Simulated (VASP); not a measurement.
# BP (I-4m2) in VASP: further runs

BP is run at these levels: PBE, r2SCAN, HSE06; tasks: single point.

Everything below comes from runs of VASP 6.6.1. Logs are shortened: lines on timing, memory, paths and dates and some standing lists are left out, and cuts for length are marked.

## (1) The cell of the first run

It takes space group I-4m2 (No. 119, tetragonal). Conventional cell: a = 3.208 Å, b = 3.208 Å, c = 4.425 Å, α = 90.00°, β = 90.00°, γ = 90.00°. Within 2.6 Å of B (site symmetry -4m2) lie 4 P at 1.95 Å. P (site symmetry -4m2) has 4 B at 1.95 Å within 2.6 Å.

## (2) Single point, PBE (uniaxial z strain -2.5%)

Contents of INCAR:

```
SYSTEM = BP
  PREC = Accurate
  ENCUT = 520
  EDIFF = 1E-6
  ISMEAR = -1
  SIGMA = 0.02
  LREAL = .FALSE.
  LASPH = .TRUE.
  NELM = 100
  ALGO = Normal
  ISIF = 2
  LWAVE = .FALSE.
  LCHARG = .TRUE.
  GGA = PE
  LELF = .TRUE.
  LVHAR = .TRUE.
  NBANDS = 11
```

Contents of KPOINTS:

```
Automatic mesh
0
G
  10 10 10
  0 0 0
```

Contents of POSCAR:

```
BP
1.0
    0.0000000000      2.2683156840      2.2122882866
    2.2683156840      0.0000000000      2.2122882866
    2.2683156840      2.2683156840      0.0000000000
B P
1 1
Direct
    0.0000000000      0.0000000000      0.0000000000
    0.2500000000      0.2500000000      0.2500000000
```

Potentials or basis: VASP PAW PBE potentials, release 64 (B, P).

Started as:

```
> cat potpaw_PBE.64/B/POTCAR potpaw_PBE.64/P/POTCAR > POTCAR
> mpirun -np 1 vasp_std > vasp.out
```

OUTCAR:

```text
SYSTEM = BP
   PREC = Accurate
   ENCUT = 520
   EDIFF = 1E-6
   ISMEAR = -1
   LREAL = .FALSE.
   LASPH = .TRUE.
   NELM = 100
   ISIF = 2
   GGA = PE

 ion  position               nearest neighbor table
   1  0.000  0.000  0.000-   2 1.95   2 1.95   2 1.95   2 1.95
   2  0.250  0.250  0.250-   1 1.95   1 1.95   1 1.95   1 1.95

  LATTYP: Found a body centered tetragonal cell.
 ALAT       =     3.2078828041
 C/A-ratio  =     1.3792824874

  Lattice vectors:

 A1 = (   0.0000000000,  -2.2683156840,  -2.2122882866)
 A2 = (   0.0000000000,   2.2683156840,  -2.2122882866)
 A3 = (   2.2683156840,   0.0000000000,   2.2122882866)

Analysis of symmetry for initial positions (statically):
=====================================================================
 Subroutine PRICEL returns:
 Original cell was already a primitive cell.

 Routine SETGRP: Setting up the symmetry group for a
 body centered tetragonal supercell.

 Subroutine GETGRP returns: Found  8 space group operations
 (whereof  8 operations were pure point group operations)
 out of a pool of 16 trial point group operations.

The static configuration has the point symmetry D_2d.

Analysis of symmetry for dynamics (positions and initial velocities):
=====================================================================
 Subroutine PRICEL returns:
 Original cell was already a primitive cell.

 Routine SETGRP: Setting up the symmetry group for a
 body centered tetragonal supercell.

 Subroutine GETGRP returns: Found  8 space group operations
 (whereof  8 operations were pure point group operations)
 out of a pool of 16 trial point group operations.

The dynamic configuration has the point symmetry D_2d.

 Subroutine INISYM returns: Found  8 space group operations
 (whereof  8 operations are pure point group operations),
 and found     1 'primitive' translations

----------------------------------------------------------------------------------------

                                     Primitive cell

  volume of cell :      22.7656

  direct lattice vectors                    reciprocal lattice vectors
     0.000000000  2.268315684  2.212288287    -0.220427872  0.220427872  0.226010327
     2.268315684  0.000000000  2.212288287     0.220427872 -0.220427872  0.226010327
     2.268315684  2.268315684  0.000000000     0.220427872  0.220427872 -0.226010327

  length of vectors
     3.168513138  3.168513138  3.207882804     0.385042286  0.385042286  0.385042286

  position of ions in fractional coordinates (direct lattice)
     0.000000000  0.000000000  0.000000000
     0.250000000  0.250000000  0.250000000

  ion indices of the primitive-cell ions
   primitive index   ion index
                 1           1
                 2           2

----------------------------------------------------------------------------------------

 KPOINTS: Automatic mesh

Automatic generation of k-mesh.
 Grid dimensions read from file:
 generate k-points for:   10   10   10

 Generating k-lattice:

  Cartesian coordinates                     Fractional coordinates (reciprocal lattice)
    -0.022042787  0.022042787  0.022601033     0.100000000  0.000000000  0.000000000
     0.022042787 -0.022042787  0.022601033     0.000000000  0.100000000  0.000000000
     0.022042787  0.022042787 -0.022601033     0.000000000  0.000000000  0.100000000

  Length of vectors
     0.038504229  0.038504229  0.038504229

  Shift w.r.t. Gamma in fractional coordinates (k-lattice)
     0.000000000  0.000000000  0.000000000

 Subroutine IBZKPT returns following result:
 ===========================================

 Found    102 irreducible k-points:

 Following reciprocal coordinates:
            Coordinates               Weight
  0.000000  0.000000  0.000000      1.000000
  0.100000  0.000000  0.000000      8.000000
  0.200000  0.000000  0.000000      8.000000
  0.300000 -0.000000  0.000000      8.000000
  0.400000  0.000000  0.000000      8.000000
  0.500000  0.000000  0.000000      4.000000
[... 16 lines left out ...]
  0.300000  0.300000  0.000000      2.000000
  0.400000  0.300000  0.000000      8.000000
 [... further k-points ...]
   k-points           NKPTS =    102   k-points in BZ     NKDIM =    102   number of bands    NBANDS=     11
   number of dos      NEDOS =    301   number of ions     NIONS =      2
   total plane-waves  NPLWV =  13824
   dimension x,y,z NGX =    24 NGY =   24 NGZ =   24
   dimension x,y,z NGXF=    48 NGYF=   48 NGZF=   48
   ions per type =               1   1
   NGX,Y,Z   is equivalent  to a cutoff of  12.59, 12.59, 12.44 a.u.
   NGXF,Y,Z  is equivalent  to a cutoff of  25.18, 25.18, 24.88 a.u.
 SYSTEM =  BP
   PREC   = accura    normal or accurate (medium, high low for compatibility)
   ISTART =      0    job   : 0-new  1-cont  2-samecut
   ICHARG =      2    charge: 1-file 2-atom 10-const
   ISPIN  =      1    spin polarized calculation?
   LNONCOLLINEAR =      F non collinear calculations
   LSORBIT =      F    spin-orbit coupling
   LASPH  =      T    aspherical Exc in radial PAW
   ENCUT  =  520.0 eV  38.22 Ry    6.18 a.u.   5.89  5.89  5.96*2*pi/ulx,y,z
   NELM   =    100;   NELMIN=  2; NELMDL= -5     # of ELM steps
   EDIFF  = 0.1E-05   stopping-criterion for ELM
   LREAL  =      F    real-space projection
   EDIFFG = 0.1E-04   stopping-criterion for IOM
   NSW    =      0    number of steps for IOM
   IBRION =     -1    ionic relax: 0-MD 1-quasi-New 2-CG
   NFREE  =      0    steps in history (QN), initial steepest desc. (CG)
   ISIF   =      2    stress and relaxation
   ISYM   =      2    0-nonsym 1-usesym 2-fastsym
   POTIM  = 0.5000    time-step for ionic-motion
   TEBEG  =    0.0;   TEEND  =   0.0 temperature during run
   PSTRESS=    0.0 pullay stress
   NELECT =       8.0000    total number of electrons
   NUPDOWN=      -1.0000    fix difference up-down
   EMIN   =  10.00;   EMAX   =-10.00  energy-range for DOS
   EFERMI =   0.00;   METHOD = LEGACY
   ISMEAR =    -1;   SIGMA  =   0.02  broadening in eV -4-tet -1-fermi 0-gaus
   EFERMI_NEDOS =   21; number of points for ismear=-14 and -15
   IALGO  =     38    algorithm
   IMIX   =      4    mixing-type and parameters
     AMIX     =   0.40;   BMIX     =  1.00
     AMIX_MAG =   1.60;   BMIX_MAG =  1.00
  volume/ion in A,a.u.               =      11.38        76.81
  Fermi-wavevector in a.u.,A,eV,Ry     =   1.155257  2.183119 18.158589  1.334619
  Thomas-Fermi vector in A             =   2.291887
   LORBIT       =      0    0 simple, 1 ext, 2 COOP (PROOUT), +10 PAW based schemes
   GGA     = PE    functional components
[... 5 lines left out ...]
 non-spin polarized calculation
  energy-cutoff  :      520.00
  volume of cell :       22.77
 maximum number of plane-waves:       624
   NGX = 11   NGY = 11   NGZ = 11

 number of electron       8.0000001 magnetization

 Free energy of the ion-electron system (eV)
  ---------------------------------------------------
  ext. energy  EPLUGINS =         0.00000000
  ---------------------------------------------------
  free energy    TOTEN  =       -12.91071280 eV

  energy without entropy =      -12.91071280  energy(sigma->0) =      -12.91071280

 E-fermi :   8.3653     XC(G=0): -11.0199

 val. band max:        7.9043457732   @ k =   0.0000   0.0000   0.0000
 cond. band min:       8.7301185204   @ k =   0.4000   0.4000   0.0000
 fundamental gap:      0.8257727472
 Fermi energy:         8.3653075959

 k-point     1 :       0.0000    0.0000    0.0000
  band No.  band energies     occupation
      1      -7.9506      2.00000
      2       7.6632      2.00000
      3       7.6632      2.00000
      4       7.9043      2.00000
      5      11.0921      0.00000
      6      11.2344      0.00000
      7      11.2344      0.00000
      8      15.5061      0.00000
      9      19.4345      0.00000
     10      19.6128      0.00000
     11      20.2617      0.00000

 k-point     2 :       0.1000    0.0000    0.0000
  band No.  band energies     occupation
      1      -7.7665      2.00000
      2       6.4167      2.00000
      3       7.3528      2.00000
      4       7.5385      2.00000
      5      11.4906      0.00000
      6      11.6441      0.00000
      7      11.7189      0.00000
      8      16.0004      0.00000
      9      18.9724      0.00000
     10      19.4927      0.00000
     11      20.0226      0.00000

 k-point     3 :       0.2000    0.0000    0.0000
  band No.  band energies     occupation
      1      -7.2208      2.00000
      2       4.0427      2.00000
      3       6.7606      2.00000
      4       6.9850      2.00000
      5      11.8285      0.00000
      6      12.3301      0.00000
      7      12.3869      0.00000
      8      17.0984      0.00000
      9      18.4839      0.00000
     10      18.7723      0.00000
     11      20.9105      0.00000

 k-point     4 :       0.3000   -0.0000    0.0000
  band No.  band energies     occupation
      1      -6.3426      2.00000
      2       1.6391      2.00000
      3       6.2391      2.00000
      4       6.5112      2.00000
      5      11.7615      0.00000
      6      12.5702      0.00000
      7      12.7777      0.00000
      8      17.9049      0.00000
      9      19.2268      0.00000
     10      19.2428      0.00000
     11      21.2279      0.00000
[... 239 lines left out ...]
 k-point    22 :      -0.2000    0.2000    0.0000
  band No.  band energies     occupation
      1      -6.0728      2.00000
      2       2.5094      2.00000
      3       3.5958      2.00000
      4       6.3109      2.00000
      5      12.0763      0.00000
      6      13.1485      0.00000
      7      14.4230      0.00000
      8      16.3088      0.00000
      9      17.1799      0.00000
     10      21.3913      0.00000
     11      23.7624      0.00000

 k-point    23 :       0.3000    0.3000    0.0000
  band No.  band energies     occupation
      1      -5.7180      2.00000
      2       3.0818      2.00000
      3       4.2998      2.00000
      4       4.2998      2.00000
      5       9.0434      0.00000
      6      11.5881      0.00000
      7      16.7767      0.00000
      8      16.7767      0.00000
      9      21.3667      0.00000
     10      22.0137      0.00000
     11      24.8200      0.00000

 k-point    24 :       0.4000    0.3000    0.0000
  band No.  band energies     occupation
      1      -4.8516      2.00000
      2       1.6466      2.00000
      3       3.5447      2.00000
      4       3.9867      2.00000
      5       9.3234      0.00000
      6      11.2089      0.00000
      7      17.3536      0.00000
      8      17.4328      0.00000
      9      22.2462      0.00000
     10      23.0467      0.00000
     11      25.3444      0.00000

 [... further k-points ...]

------------------------ aborting loop because EDIFF is reached ----------------------------------------

  FORCE on cell =-STRESS in cart. coord.  units (eV):
  Direction    XX          YY          ZZ          XY          YZ          ZX
  --------------------------------------------------------------------------------------
  -------------------------------------------------------------------------------------
  Total        0.4509889      0.4509889      1.3898101      0.0000000     -0.0000000     -0.0000000
  in kB       31.7393277     31.7393277     97.8109223      0.0000000     -0.0000000     -0.0000000
  external PRESSURE =      53.7631926 kB  Pullay stress =       0.0000000 kB

 VOLUME and BASIS-vectors are now :
 -----------------------------------------------------------------------------
  energy-cutoff  :      520.00
  volume of cell :       22.77
      direct lattice vectors                 reciprocal lattice vectors
     0.000000000  2.268315684  2.212288287    -0.220427872  0.220427872  0.226010327
     2.268315684  0.000000000  2.212288287     0.220427872 -0.220427872  0.226010327
     2.268315684  2.268315684  0.000000000     0.220427872  0.220427872 -0.226010327

 POSITION                                       TOTAL-FORCE (eV/Angst)
 -----------------------------------------------------------------------------------
      0.00000      0.00000      0.00000         0.000000     -0.000000     -0.000000
      1.13416      1.13416      1.10614        -0.000000      0.000000      0.000000
 -----------------------------------------------------------------------------------
    total drift:                                0.000000      0.000000     -0.000000

  FREE ENERGIE OF THE ION-ELECTRON SYSTEM (eV)
  ---------------------------------------------------
  free  energy   TOTEN  =       -12.9107127959 eV

  energy  without entropy=      -12.9107127959  energy(sigma->0) =      -12.91071280
```

Run time: 14 s. Hardware: 1 thread of Intel Xeon Platinum 8259CL at 2.50GHz (Skylake/Cascade Lake), shared host; peak memory 0.15 GiB.

What came out:

```
Free energy            : -12.9107 eV
Pressure               : 5.4 GPa
Band gap on the k mesh : 0.83 eV, indirect (least direct gap 3.19 eV)
```

Caveat: the cell differs from its parent crystal (uniaxial z strain -2.5%). A k mesh can miss the band edges.

## (3) Single point, r2SCAN (uniaxial z strain -2.5%)

POSCAR is that of step 2.

Contents of INCAR.step1:

```
  ALGO = Normal
  EDIFF = 1E-4
  ENCUT = 520
  GGA = PE
  ISMEAR = 0
  LASPH = True
  LCHARG = False
  LREAL = False
  LWAVE = True
  NBANDS = 11
  NELM = 60
  PREC = Accurate
  SIGMA = 0.01
```

Contents of INCAR.step2:

```
  ALGO = Normal
  EDIFF = 1E-6
  ENCUT = 520
  ISIF = 2
  ISMEAR = 0
  ISTART = 1
  LASPH = True
  LCHARG = False
  LMIXTAU = True
  LREAL = False
  LWAVE = False
  METAGGA = R2SCAN
  NBANDS = 11
  NELM = 60
  PREC = Accurate
  SIGMA = 0.01
```

Contents of KPOINTS:

```
k-points
0
Gamma
  10 10 10
```

Potentials or basis: VASP PAW PBE potentials, release 64 (B, P).

Started as:

```
> cat potpaw_PBE.64/B/POTCAR potpaw_PBE.64/P/POTCAR > POTCAR
> cp INCAR.step1 INCAR
> mpirun -np 1 vasp_std > vasp.out
> cp INCAR.step2 INCAR
> mpirun -np 1 vasp_std > vasp.out
```

Run time: 53 s. Hardware: 1 thread of Intel Xeon Platinum 8259CL at 2.50GHz (Skylake/Cascade Lake), shared host; peak memory 0.15 GiB.

The run converged. Its results:

```yaml
Free_energy: -17.2965 eV
Pressure: 3.9 GPa
Band_gap_on_the_k_mesh: 1.01 eV, indirect (least direct gap 3.41 eV)
```

Stress tensor (GPa, compression positive):
```
1.50 0.00 0.00
0.00 1.50 0.00
0.00 0.00 8.64
```

Levels at points of the mesh, in eV from the valence-band top:
```csv
k point,band 1,band 2,band 3,band 4,band 5,band 6,band 7,band 8,band 9
"(0.00, 0.00, 0.00)",-16.67,-0.26,-0.26,0.00,3.41,3.56,3.56,8.25,12.20
"(0.50, 0.00, 0.00)",-13.08,-9.86,-2.24,-1.90,4.03,4.74,5.11,10.86,15.22
"(0.50, 0.50, 0.00)",-11.19,-9.28,-4.80,-4.80,1.12,1.47,13.13,13.13,16.75
"(0.50, 0.00, 0.50)",-11.46,-9.52,-4.54,-4.49,1.42,1.84,12.84,13.42,16.34
```

Caveat: the cell differs from its parent crystal (uniaxial z strain -2.5%); the PAW data sets were made with another functional, which shifts forces and pressure a little. A k mesh can miss the band edges.

## (4) Single point, HSE06 (uniaxial z strain -2.5%)

POSCAR is that of step 3.

Contents of INCAR.step1:

```
SYSTEM = BP
PREC = Accurate ; ENCUT = 520
EDIFF = 1E-5 ; ISMEAR = 0
SIGMA = 0.01 ; LREAL = .False.
LASPH = .True. ; NELM = 100
ALGO = Normal ; ISIF = 2
LWAVE = .True. ; GGA = PE
NBANDS = 11
```

Contents of INCAR.step2:

```
SYSTEM = BP
PREC = Accurate ; ENCUT = 520
EDIFF = 1E-6 ; ISMEAR = 0
SIGMA = 0.01 ; LREAL = .False.
LASPH = .True. ; NELM = 100
ALGO = Normal ; ISIF = 2
LWAVE = .False. ; LCHARG = .True.
GGA = PE ; LHFCALC = .True.
HFSCREEN = 0.2079 ; PRECFOCK = Normal
LELF = .True. ; LVHAR = .True.
ISTART = 1 ; NBANDS = 11
```

Contents of KPOINTS:

```
regular mesh
0
Gamma
  6 6 6
  0 0 0
```

Started as:

```
> cat potpaw_PBE.64/B/POTCAR potpaw_PBE.64/P/POTCAR > POTCAR
> cp INCAR.step1 INCAR
> mpirun -np 1 vasp_std > vasp.out
> cp INCAR.step2 INCAR
> mpirun -np 1 vasp_std > vasp.out
```

Wall time 10 min (1 thread of Intel Xeon Platinum 8259CL at 2.50GHz (Skylake/Cascade Lake), shared host); peak memory 0.24 GiB.

The run converged. Its results:

* Free energy: -14.8145 eV
* Pressure: 2.5 GPa
* Band gap on the k mesh: 1.65 eV, indirect (least direct gap 4.11 eV)

Stress tensor (GPa, compression positive):
```
0.15 0.00 0.00
0.00 0.15 0.00
0.00 0.00 7.17
```

Levels at points of the mesh, in eV from the valence-band top:
```
           k point  band 1  band 2  band 3  band 4  band 5  band 6  band 7  band 8
(0.00, 0.00, 0.00)  -17.51   -0.25   -0.25    0.00    4.11    4.26    4.26    8.93
(0.50, 0.00, 0.00)  -13.74  -10.37   -2.31   -1.97    4.64    5.42    5.81   11.29
(0.50, 0.50, 0.00)  -11.79   -9.72   -4.98   -4.98    1.65    1.97   13.89   13.89
(0.50, 0.00, 0.50)  -12.06   -9.97   -4.73   -4.67    1.94    2.34   13.61   14.19
```

Caveat: the cell differs from its parent crystal (uniaxial z strain -2.5%); the PAW data sets were made with another functional, which shifts forces and pressure a little. A k mesh can miss the band edges.

## (5) Summary

| level | k mesh | smearing | grid for exact exchange (PRECFOCK) | screening parameter | gap on the mesh (eV) | pressure (GPa) |
| --- | --- | --- | --- | --- | --- | --- |
| PBE | 10 × 10 × 10 | fermi-dirac 0.02 eV | - | - | 0.83 | 5.4 |
| r2SCAN | 10 × 10 × 10 | gaussian 0.01 eV | - | - | 1.01 | 3.9 |
| HSE06 | 6 × 6 × 6 | gaussian 0.01 eV | Normal | 0.2079 1/Å | 1.65 | 2.5 |

Alike in all rows: task single point; potentials or basis VASP PAW PBE potentials, release 64 (B, P); no spin polarisation; cell as given; cutoff (eV) 520.

Caveats: the PAW data sets were made with another functional, which shifts forces and pressure a little (some runs).

Total energies depend on the potentials used, so only differences within one code and one set of settings carry meaning.
